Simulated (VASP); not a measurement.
# TaSn (P6_3mc) in VASP: relaxation of cell and atoms with r2SCAN

Aim: the relaxation of cell and atoms of TaSn with r2SCAN.

Everything below comes from runs of VASP 6.6.1. Logs are shortened: lines on timing, memory, paths and dates and some standing lists are left out, and cuts for length are marked.

### Step 1. The cell of the first run

Symmetry: P6_3mc, No. 186, hexagonal system. Conventional cell: a = 4.067 Å, b = 4.067 Å, c = 6.512 Å, α = 90.00°, β = 90.00°, γ = 120.00°. Within 3.3 Å of Ta (site symmetry 3m) lie 4 Sn at 2.47 to 2.49 Å. Within 3.3 Å of Sn (site symmetry 3m) lie 4 Ta at 2.47 to 2.49 Å.

### Step 2. Relaxation of cell and atoms, r2SCAN

POSCAR

```
TaSn
1.0
    4.0665463138      0.0000000000      0.0000000000
   -2.0332731569      3.5217324134      0.0000000000
    0.0000000000      0.0000000000      6.5124336857
Ta Sn
2 2
Direct
    0.3333333333      0.6666666667      0.0000000000
    0.6666666667      0.3333333333      0.5000000000
    0.3333333333      0.6666666667      0.3821000000
    0.6666666667      0.3333333333      0.8821000000
```

INCAR.step1

```
ALGO = Normal
EDIFF = 1E-4
ENCUT = 600
GGA = PE
ISMEAR = 0
LASPH = True
LCHARG = False
LREAL = False
LWAVE = True
NELM = 100
PREC = Accurate
SIGMA = 0.1
```

INCAR.step2

```
ALGO = Normal
EDIFF = 1E-7
EDIFFG = -0.04
ENCUT = 600
IBRION = 2
ISIF = 3
ISMEAR = 0
ISTART = 1
LASPH = True
LCHARG = False
LMIXTAU = True
LREAL = False
LWAVE = False
METAGGA = R2SCAN
NELM = 100
NSW = 90
PREC = Accurate
SIGMA = 0.1
```

KPOINTS

```
k-points
0
Gamma
  6 6 4
```

Potentials or basis: VASP PAW PBE potentials, release 64 (Ta_pv, Sn_d).

Run with:

```console
> cat potpaw_PBE.64/Ta_pv/POTCAR potpaw_PBE.64/Sn_d/POTCAR > POTCAR
> cp INCAR.step1 INCAR
> mpirun -np 1 vasp_std > vasp.out
> cp INCAR.step2 INCAR
> mpirun -np 1 vasp_std > vasp.out
```

OUTCAR:

```text
EDIFF = 1E-7
   EDIFFG = -0.04
   ENCUT = 600
   IBRION = 2
   ISIF = 3
   ISMEAR = 0
   ISTART = 1
   LASPH = True
   LREAL = False
   METAGGA = R2SCAN
   NELM = 100
   NSW = 90
   PREC = Accurate

 ion  position               nearest neighbor table
   1  0.333  0.667  0.000-   4 2.47   4 2.47   4 2.47   3 2.49
   2  0.667  0.333  0.500-   3 2.47   3 2.47   3 2.47   4 2.49
   3  0.333  0.667  0.382-   2 2.47   2 2.47   2 2.47   1 2.49
   4  0.667  0.333  0.882-   1 2.47   1 2.47   1 2.47   2 2.49

  LATTYP: Found a hexagonal cell.
 ALAT       =     4.0665463138
 C/A-ratio  =     1.6014655148

  Lattice vectors:

 A1 = (   4.0665463138,   0.0000000000,   0.0000000000)
 A2 = (  -2.0332731569,   3.5217324134,   0.0000000000)
 A3 = (   0.0000000000,   0.0000000000,   6.5124336857)

Analysis of symmetry for initial positions (statically):
=====================================================================
 Subroutine PRICEL returns:
 Original cell was already a primitive cell.

 Routine SETGRP: Setting up the symmetry group for a
 hexagonal supercell.

 Subroutine GETGRP returns: Found 12 space group operations
 (whereof  6 operations were pure point group operations)
 out of a pool of 24 trial point group operations.

The static configuration has the point symmetry C_3v.
 The point group associated with its full space group is C_6v.

Analysis of symmetry for dynamics (positions and initial velocities):
=====================================================================
 Subroutine PRICEL returns:
 Original cell was already a primitive cell.

 Routine SETGRP: Setting up the symmetry group for a
 hexagonal supercell.

 Subroutine GETGRP returns: Found 12 space group operations
 (whereof  6 operations were pure point group operations)
 out of a pool of 24 trial point group operations.

The dynamic configuration has the point symmetry C_3v.
 The point group associated with its full space group is C_6v.

 Subroutine INISYM returns: Found 12 space group operations
 (whereof  6 operations are pure point group operations),
 and found     1 'primitive' translations

----------------------------------------------------------------------------------------

                                     Primitive cell

  volume of cell :      93.2664

  direct lattice vectors                    reciprocal lattice vectors
     4.066546314  0.000000000  0.000000000     0.245908917  0.141975579  0.000000000
    -2.033273157  3.521732413  0.000000000     0.000000000  0.283951159  0.000000000
     0.000000000  0.000000000  6.512433686     0.000000000  0.000000000  0.153552427

  length of vectors
     4.066546314  4.066546314  6.512433686     0.283951159  0.283951159  0.153552427

  position of ions in fractional coordinates (direct lattice)
     0.333333333  0.666666667  0.000000000
     0.666666667  0.333333333  0.500000000
     0.333333333  0.666666667  0.382100000
     0.666666667  0.333333333  0.882100000

  ion indices of the primitive-cell ions
   primitive index   ion index
                 1           1
                 2           2
                 3           3
                 4           4

----------------------------------------------------------------------------------------

 KPOINTS: k-points

Automatic generation of k-mesh.
 Grid dimensions read from file:
 generate k-points for:    6    6    4

 Generating k-lattice:

  Cartesian coordinates                     Fractional coordinates (reciprocal lattice)
     0.040984820  0.023662597  0.000000000     0.166666667  0.000000000  0.000000000
     0.000000000  0.047325193  0.000000000     0.000000000  0.166666667  0.000000000
     0.000000000  0.000000000  0.038388107     0.000000000  0.000000000  0.250000000

  Length of vectors
     0.047325193  0.047325193  0.038388107

  Shift w.r.t. Gamma in fractional coordinates (k-lattice)
     0.000000000  0.000000000  0.000000000

 Subroutine IBZKPT returns following result:
 ===========================================

 Found     21 irreducible k-points:

 Following reciprocal coordinates:
            Coordinates               Weight
  0.000000  0.000000  0.000000      1.000000
  0.166667  0.000000  0.000000      6.000000
  0.333333 -0.000000  0.000000      6.000000
  0.500000 -0.000000  0.000000      3.000000
  0.166667  0.166667  0.000000      6.000000
  0.333333  0.166667  0.000000     12.000000
[... 13 lines left out ...]
  0.333333  0.166667  0.500000     12.000000
  0.333333  0.333333  0.500000      2.000000
   k-points           NKPTS =     21   k-points in BZ     NKDIM =     21   number of bands    NBANDS=     30
   number of dos      NEDOS =    301   number of ions     NIONS =      4
   total plane-waves  NPLWV =  55296
   dimension x,y,z NGX =    32 NGY =   32 NGZ =   54
   dimension x,y,z NGXF=    64 NGYF=   64 NGZF=  108
   ions per type =               2   2
   NGX,Y,Z   is equivalent  to a cutoff of  13.08, 13.08, 13.78 a.u.
   NGXF,Y,Z  is equivalent  to a cutoff of  26.16, 26.16, 27.57 a.u.
 SYSTEM =  unknown system
   PREC   = accura    normal or accurate (medium, high low for compatibility)
   ISTART =      1    job   : 0-new  1-cont  2-samecut
   ICHARG =      0    charge: 1-file 2-atom 10-const
   ISPIN  =      1    spin polarized calculation?
   LNONCOLLINEAR =      F non collinear calculations
   LSORBIT =      F    spin-orbit coupling
   LASPH  =      T    aspherical Exc in radial PAW
   ENCUT  =  600.0 eV  44.10 Ry    6.64 a.u.   8.12  8.12 13.01*2*pi/ulx,y,z
   NELM   =    100;   NELMIN=  2; NELMDL=  0     # of ELM steps
   EDIFF  = 0.1E-06   stopping-criterion for ELM
   LREAL  =      F    real-space projection
   EDIFFG = -.4E-01   stopping-criterion for IOM
   NSW    =     90    number of steps for IOM
   IBRION =      2    ionic relax: 0-MD 1-quasi-New 2-CG
   NFREE  =      1    steps in history (QN), initial steepest desc. (CG)
   ISIF   =      3    stress and relaxation
   ISYM   =      2    0-nonsym 1-usesym 2-fastsym
   POTIM  = 0.5000    time-step for ionic-motion
   TEBEG  =    0.0;   TEEND  =   0.0 temperature during run
   PSTRESS=    0.0 pullay stress
   NELECT =      50.0000    total number of electrons
   NUPDOWN=      -1.0000    fix difference up-down
   EMIN   =  10.00;   EMAX   =-10.00  energy-range for DOS
   EFERMI =   0.00;   METHOD = LEGACY
   ISMEAR =     0;   SIGMA  =   0.10  broadening in eV -4-tet -1-fermi 0-gaus
   EFERMI_NEDOS =   21; number of points for ismear=-14 and -15
   IALGO  =     38    algorithm
   IMIX   =      4    mixing-type and parameters
     AMIX     =   0.40;   BMIX     =  1.00
     AMIX_MAG =   1.60;   BMIX_MAG =  1.00
  volume/ion in A,a.u.               =      23.32       157.35
  Fermi-wavevector in a.u.,A,eV,Ry     =   1.329912  2.513170 24.064175  1.768667
  Thomas-Fermi vector in A             =   2.459039
   LORBIT       =      0    0 simple, 1 ext, 2 COOP (PROOUT), +10 PAW based schemes
   METAGGA = R2SCAN    functional components
   LHFCALC =     F    Hartree Fock is set to
   AEXX    =    0.0000 exact exchange contribution
   IVDW    =     0    specifies the selected vdW correction
   LEPSILON=     F    determine dielectric tensor
   LRPA    =     F    only Hartree local field effects (RPA)
 conjugate gradient relaxation of ions
 non-spin polarized calculation
 Gauss-broadening in eV      SIGMA  =   0.10
  energy-cutoff  :      600.00
  volume of cell :       93.27
 maximum number of plane-waves:      3128
   NGX = 17   NGY = 17   NGZ = 27

--------------------------------------- Ionic step        1  -------------------------------------------

 number of electron      50.0000006 magnetization

 Free energy of the ion-electron system (eV)
  ---------------------------------------------------
  ext. energy  EPLUGINS =         0.00000000
  ---------------------------------------------------
  free energy    TOTEN  =      -137.51864710 eV

  energy without entropy =     -137.50507799  energy(sigma->0) =     -137.51186255

------------------------ aborting loop because EDIFF is reached ----------------------------------------

  FORCE on cell =-STRESS in cart. coord.  units (eV):
  Direction    XX          YY          ZZ          XY          YZ          ZX
  --------------------------------------------------------------------------------------
  -------------------------------------------------------------------------------------
  Total       22.5999730     22.5999730     18.4638993     -0.0000000      0.0000000      0.0000000
  in kB      388.2335925    388.2335925    317.1820591     -0.0000000      0.0000000      0.0000000
  external PRESSURE =     364.5497480 kB  Pullay stress =       0.0000000 kB
[... 25 lines left out ...]
--------------------------------------- Ionic step        2  -------------------------------------------

 number of electron      50.0000027 magnetization

 E-fermi :   1.6071     XC(G=0):  -8.3637

 val. band max:        1.5867308460   @ k =   0.1667   0.1667   0.2500
 cond. band min:       1.6228380266   @ k =   0.3333   0.3333   0.2500
 fundamental gap:      0.0361071806
 Fermi energy:         1.6071022355

 k-point     1 :       0.0000    0.0000    0.0000
  band No.  band energies     occupation
      1     -35.5332      2.00000
      2     -35.5332      2.00000
      3     -35.5328      2.00000
      4     -35.5328      2.00000
      5     -35.5064      2.00000
      6     -35.5047      2.00000
[... 751 lines left out ...]
  FREE ENERGIE OF THE ION-ELECTRON SYSTEM (eV)
  ---------------------------------------------------
  free  energy   TOTEN  =      -140.3291129517 eV

  energy  without entropy=     -140.3067212416  energy(sigma->0) =     -140.31791710

 E-fermi :   4.4411     XC(G=0): -10.3686

 val. band max:        4.4338901804   @ k =   0.0000   0.0000   0.2500
 cond. band min:       4.4749589158   @ k =   0.3333   0.1667   0.5000
 fundamental gap:      0.0410687353
 Fermi energy:         4.4411391448

 k-point     1 :       0.0000    0.0000    0.0000
  band No.  band energies     occupation
      1     -32.2215      2.00000
      2     -32.1938      2.00000
      3     -32.1693      2.00000
      4     -32.1693      2.00000
      5     -32.1592      2.00000
      6     -32.1592      2.00000
[... 682 lines left out ...]
     29       5.9239      0.00000
     30       5.9239      0.00000

[... ionic steps 4 to 18 ...]

--------------------------------------- Ionic step       19  -------------------------------------------

 number of electron      50.0000013 magnetization

------------------------ aborting loop because EDIFF is reached ----------------------------------------
[... 71 lines left out ...]
--------------------------------------- Ionic step       21  -------------------------------------------

 number of electron      50.0000013 magnetization

 Free energy of the ion-electron system (eV)
  ---------------------------------------------------
  ext. energy  EPLUGINS =         0.00000000
  ---------------------------------------------------
  free energy    TOTEN  =      -142.80206695 eV

  energy without entropy =     -142.77968621  energy(sigma->0) =     -142.79087658

 E-fermi :   5.3294     XC(G=0): -10.8744

 val. band max:        5.3242851273   @ k =   0.3333   0.1667   0.5000
 cond. band min:       5.3860617230   @ k =   0.5000  -0.0000   0.5000
 fundamental gap:      0.0617765957
 Fermi energy:         5.3293723745

 k-point     1 :       0.0000    0.0000    0.0000
  band No.  band energies     occupation
      1     -31.1653      2.00000
      2     -31.1653      2.00000
      3     -31.1434      2.00000
      4     -31.1434      2.00000
      5     -31.1359      2.00000
      6     -31.0853      2.00000
[... 713 lines left out ...]
  FREE ENERGIE OF THE ION-ELECTRON SYSTEM (eV)
  ---------------------------------------------------
  free  energy   TOTEN  =      -142.8020669513 eV

  energy  without entropy=     -142.7796862147  energy(sigma->0) =     -142.79087658

 reached required accuracy - stopping structural energy minimisation
```

It took 39 min on 1 thread of Intel Xeon 6975P-C (Granite Rapids), shared host; peak memory 0.29 GiB.

Results:

| Item | Value |
| --- | --- |
| Free energy | -142.8021 eV |
| Relaxed volume | 27.22 Å³/atom |
| Relaxed cell | a = 4.789 Å, b = 4.789 Å, c = 5.482 Å, α = 90.00°, β = 90.00°, γ = 120.00° |
| Space group after relaxing (to 0.1 Å) | P6_3/mmc (No. 194) |
| Pressure after relaxing | 0.1 GPa |
| Largest force after relaxing | 0.013 eV/Å |
| Band gap on the k mesh | zero (bands 25 and 26 overlap by 1.27 eV) |

Forces on the atoms (eV/Å):
```
Ta   0.000  0.000 -0.013
Ta   0.000  0.000 -0.013
Sn   0.000  0.000  0.013
Sn   0.000  0.000  0.013
```

Stress tensor (GPa, compression positive):
```
 0.23  0.00  0.00
 0.00  0.23  0.00
 0.00  0.00 -0.21
```

Final structure:
```xyz
4
Lattice="4.7893 0.0000 0.0000 -2.3946 4.1476 0.0000 0.0000 0.0000 5.4822" Properties=species:S:1:pos:R:3 pbc="T T T"
Ta    0.0000    2.7651    5.1595
Ta    2.3946    1.3825    2.4184
Sn    0.0000    2.7651    2.4175
Sn    2.3946    1.3825    5.1585
```

Levels at points of the mesh, in eV from the Fermi level:
```tsv
k point	band 22	band 23	band 24	band 25	band 26	band 27	band 28	band 29
(0.00, 0.00, 0.00)	-2.24	-2.24	-0.68	-0.68	0.17	1.16	1.16	1.55
(0.50, 0.00, 0.00)	-2.17	-2.16	-1.10	-0.39	-0.29	0.64	0.73	1.72
(0.00, 0.00, 0.50)	-2.89	-2.89	-2.89	0.89	0.89	0.89	0.89	3.19
(0.50, 0.00, 0.50)	-2.29	-2.23	-2.23	0.06	0.06	0.57	0.57	1.52
```

Caveat: the volume moved by over 15 % at a fixed basis, so the end points are rough; the PAW data sets were made with another functional, which shifts forces and pressure a little; spin-orbit coupling is left out, which moves the levels of the heavy elements.
